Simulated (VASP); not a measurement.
# S (Fm-3m) in VASP: further runs, part 2 of 2

VASP 6.6.1. Earlier steps stand in the parts before.

### 3 Single point, PBEsol (strain -0.025 along x and y, -0.025 along z)

Input file INCAR:

```
PREC     = Accurate       # precision mode
ENCUT    = 520            # plane-wave cutoff, eV
EDIFF    = 1E-7           # SCF threshold, eV
ISMEAR   = 0              # smearing method
SIGMA    = 0.15           # smearing width, eV
LREAL    = F              # projectors in reciprocal space
LASPH    = T              # aspherical terms in the spheres
NELM     = 60             # most SCF steps
ALGO     = Normal         # electronic algorithm
ISIF     = 2              # what is computed and relaxed
LWAVE    = F              # write WAVECAR
LCHARG   = F              # write CHGCAR
GGA      = PS             # functional
NBANDS   = 9              # bands
```

Input file KPOINTS:

```
regular mesh
0
Gamma
  20 20 20
```

Input file POSCAR:

```
S
1.0
    0.0000000000      1.9444915854      1.9444915854
    1.9444915854      0.0000000000      1.9444915854
    1.9444915854      1.9444915854      0.0000000000
S
1
Direct
    0.0000000000      0.0000000000      0.0000000000
```

Potentials or basis: VASP PAW PBE potentials, release 64 (S).

Command:

```console
$ cat potpaw_PBE.64/S/POTCAR > POTCAR
$ mpirun -np 1 vasp_std > vasp.out
```

OUTCAR:

```text
PREC = Accurate
   ENCUT = 520
   EDIFF = 1E-7
   ISMEAR = 0
   LREAL = F
   LASPH = T
   NELM = 60
   ISIF = 2
   GGA = PS

 ion  position               nearest neighbor table
   1  0.000  0.000  0.000-

  LATTYP: Found a face centered cubic cell.
 ALAT       =     3.8889831708

  Lattice vectors:

 A1 = (   0.0000000000,   1.9444915854,   1.9444915854)
 A2 = (   1.9444915854,   0.0000000000,   1.9444915854)
 A3 = (   1.9444915854,   1.9444915854,   0.0000000000)

Analysis of symmetry for initial positions (statically):
=====================================================================
 Subroutine PRICEL returns:
 Original cell was already a primitive cell.

 Routine SETGRP: Setting up the symmetry group for a
 face centered cubic supercell.

 Subroutine GETGRP returns: Found 48 space group operations
 (whereof 48 operations were pure point group operations)
 out of a pool of 48 trial point group operations.

The static configuration has the point symmetry O_h .

Analysis of symmetry for dynamics (positions and initial velocities):
=====================================================================
 Subroutine PRICEL returns:
 Original cell was already a primitive cell.

 Routine SETGRP: Setting up the symmetry group for a
 face centered cubic supercell.

 Subroutine GETGRP returns: Found 48 space group operations
 (whereof 48 operations were pure point group operations)
 out of a pool of 48 trial point group operations.

The dynamic configuration has the point symmetry O_h .

 Subroutine INISYM returns: Found 48 space group operations
 (whereof 48 operations are pure point group operations),
 and found     1 'primitive' translations

----------------------------------------------------------------------------------------

[... 109 lines left out ...]
     AMIX     =   0.40;   BMIX     =  1.00
     AMIX_MAG =   1.60;   BMIX_MAG =  1.00
  volume/ion in A,a.u.               =      14.70        99.23
  Fermi-wavevector in a.u.,A,eV,Ry     =   1.214253  2.294605 20.060570  1.474410
  Thomas-Fermi vector in A             =   2.349679
   LORBIT       =      0    0 simple, 1 ext, 2 COOP (PROOUT), +10 PAW based schemes
   GGA     = PS    functional components
   LHFCALC =     F    Hartree Fock is set to
   AEXX    =    0.0000 exact exchange contribution
   IVDW    =     0    specifies the selected vdW correction
   LEPSILON=     F    determine dielectric tensor
   LRPA    =     F    only Hartree local field effects (RPA)
 non-spin polarized calculation
 Gauss-broadening in eV      SIGMA  =   0.15
  energy-cutoff  :      520.00
  volume of cell :       14.70
 maximum number of plane-waves:       415
   NGX = 11   NGY = 11   NGZ = 11

 number of electron       5.9999998 magnetization

 Free energy of the ion-electron system (eV)
  ---------------------------------------------------
  ext. energy  EPLUGINS =         0.00000000
  ---------------------------------------------------
  free energy    TOTEN  =        -3.33963330 eV

  energy without entropy =       -3.33142572  energy(sigma->0) =       -3.33552951

 E-fermi :   8.5127     XC(G=0): -11.6581

 val. band max:        8.5106660308   @ k =   0.3500   0.3000   0.0000
 cond. band min:       8.5254198479   @ k =  -0.3500   0.1500   0.0500
 fundamental gap:      0.0147538171
 Fermi energy:         8.5127038149

 k-point     1 :       0.0000    0.0000    0.0000
  band No.  band energies     occupation
      1      -8.9979      2.00000
      2      12.1457      0.00000
      3      12.1457      0.00000
      4      12.1457      0.00000
      5      20.6507      0.00000
      6      20.6507      0.00000
      7      20.6507      0.00000
      8      23.9375      0.00000
      9      26.4003      0.00000
[... 265 lines left out ...]
 k-point    24 :      -0.3500    0.0500    0.0000
  band No.  band energies     occupation
      1      -5.7394      2.00000
      2       2.6303      2.00000
      3      10.2926      0.00000
      4      10.9946      0.00000
      5      18.6935      0.00000
      6      20.2483      0.00000
      7      20.2987      0.00000
      8      26.6500      0.00000
      9      27.7582      0.00000

 [... further k-points ...]

------------------------ aborting loop because EDIFF is reached ----------------------------------------

  FORCE on cell =-STRESS in cart. coord.  units (eV):
  Direction    XX          YY          ZZ          XY          YZ          ZX
  --------------------------------------------------------------------------------------
  -------------------------------------------------------------------------------------
  Total        0.1390669      0.1390669      0.1390669      0.0000000      0.0000000     -0.0000000
  in kB       15.1525635     15.1525635     15.1525635      0.0000000      0.0000000     -0.0000000
  external PRESSURE =      15.1525635 kB  Pullay stress =       0.0000000 kB

 VOLUME and BASIS-vectors are now :
 -----------------------------------------------------------------------------
  energy-cutoff  :      520.00
  volume of cell :       14.70
      direct lattice vectors                 reciprocal lattice vectors
     0.000000000  1.944491585  1.944491585    -0.257136623  0.257136623  0.257136623
     1.944491585  0.000000000  1.944491585     0.257136623 -0.257136623  0.257136623
     1.944491585  1.944491585  0.000000000     0.257136623  0.257136623 -0.257136623

 POSITION                                       TOTAL-FORCE (eV/Angst)
 -----------------------------------------------------------------------------------
      0.00000      0.00000      0.00000        -0.000000     -0.000000     -0.000000
 -----------------------------------------------------------------------------------
    total drift:                               -0.000000      0.000000     -0.000000

  FREE ENERGIE OF THE ION-ELECTRON SYSTEM (eV)
  ---------------------------------------------------
  free  energy   TOTEN  =        -3.3396333006 eV

  energy  without entropy=       -3.3314257161  energy(sigma->0) =       -3.33552951
```

stdout:

```text
POSCAR found type information on POSCAR S
 POSCAR found :  1 types and       1 ions
 scaLAPACK will be used
 -----------------------------------------------------------------------------
|                                                                             |
|                                                                             |
|     You enforced a specific xc type in the INCAR file but a different       |
|     I HOPE YOU KNOW WHAT YOU ARE DOING!                                     |
|                                                                             |
 -----------------------------------------------------------------------------

 LDA part: xc-table for (Slater+PW92), standard interpolation
 POSCAR, INCAR and KPOINTS ok, starting setup
 FFT: planning ... GRIDC
 FFT: planning ... GRID_SOFT
 FFT: planning ... GRID
 WAVECAR not read
 entering main loop
```

Wall time 9.3 s (1 thread of Intel Xeon 6975P-C (Granite Rapids), shared host); peak memory 0.14 GiB.

What came out:

```
Free energy            : -3.3396 eV
Pressure               : 1.5 GPa
Band gap on the k mesh : zero (bands 3 and 4 overlap by 6.56 eV)
```

Levels at points of the mesh, in eV from the Fermi level:
| k point | band 1 | band 2 | band 3 | band 4 | band 5 | band 6 |
| --- | --- | --- | --- | --- | --- | --- |
| (0.00, 0.00, 0.00) | -17.51 | 3.63 | 3.63 | 3.63 | 12.14 | 12.14 |
| (0.50, 0.00, 0.00) | -12.88 | -8.15 | 2.18 | 2.18 | 9.66 | 11.29 |
| (0.50, 0.50, 0.00) | -10.97 | -7.05 | -0.90 | -0.90 | 5.08 | 5.48 |

Caveat: the cell differs from its parent crystal (strain -0.025 along x and y, -0.025 along z); the PAW data sets were made with another functional, which shifts forces and pressure a little.

### 4 Single point, PBEsol (strain +0.025 along x and y, +0.025 along z)

Input file INCAR:

```
ALGO = Normal
EDIFF = 1E-7
ENCUT = 520
GGA = PS
ISIF = 2
ISMEAR = 0
LASPH = T
LCHARG = F
LREAL = F
LWAVE = F
NBANDS = 9
NELM = 100
PREC = Accurate
SIGMA = 0.15
```

Input file KPOINTS:

```
k-points
0
Gamma
  20 20 20
```

Input file POSCAR:

```
S
1.0
    0.0000000000      2.0442091026      2.0442091026
    2.0442091026      0.0000000000      2.0442091026
    2.0442091026      2.0442091026      0.0000000000
S
1
Direct
    0.0000000000      0.0000000000      0.0000000000
```

Command:

```console
$ cat potpaw_PBE.64/S/POTCAR > POTCAR
$ mpirun -np 1 vasp_std > vasp.out
```

It took 9.9 s on 1 thread of Intel Xeon 6975P-C (Granite Rapids), shared host; peak memory 0.15 GiB.

The run converged. Its results:

* Free energy: -3.2679 eV
* Pressure: -9.7 GPa
* Band gap on the k mesh: zero (bands 3 and 4 overlap by 5.08 eV)

Levels at points of the mesh, in eV from the Fermi level:
| k point | band 1 | band 2 | band 3 | band 4 | band 5 | band 6 | band 7 | band 8 |
| --- | --- | --- | --- | --- | --- | --- | --- | --- |
| (0.00, 0.00, 0.00) | -15.99 | 2.84 | 2.84 | 2.84 | 12.07 | 12.07 | 12.07 | 13.07 |
| (0.50, 0.00, 0.00) | -12.33 | -6.81 | 1.68 | 1.68 | 9.15 | 11.33 | 11.33 | 16.62 |
| (0.50, 0.50, 0.00) | -10.90 | -5.89 | -0.77 | -0.77 | 5.46 | 6.14 | 21.30 | 22.56 |

Caveat: the cell differs from its parent crystal (strain +0.025 along x and y, +0.025 along z); the cell stands under tension; the PAW data sets were made with another functional, which shifts forces and pressure a little.

### 5 Summary

| cell | gap on the mesh (eV) | pressure (GPa) |
| --- | --- | --- |
| a = 2.679 Å, angles 60.0°, 1 atom | none | 10.7 |
| a = 2.750 Å, angles 60.0°, 1 atom | none | 1.5 |
| a = 2.891 Å, angles 60.0°, 1 atom | none | -9.7 |

Alike in all rows: task single point; level PBEsol; potentials or basis VASP PAW PBE potentials, release 64 (S); no spin polarisation; k mesh 20 × 20 × 20; cutoff (eV) 520; smearing gaussian 0.15 eV.

Caveats: the PAW data sets were made with another functional, which shifts forces and pressure a little; the cell stands under pressure (at least some runs); the cell stands under tension (at least some runs).

Absolute energies hang on the potentials; compare differences alone.

The gap in the log of VASP goes by the Fermi energy; the results here count the filled bands.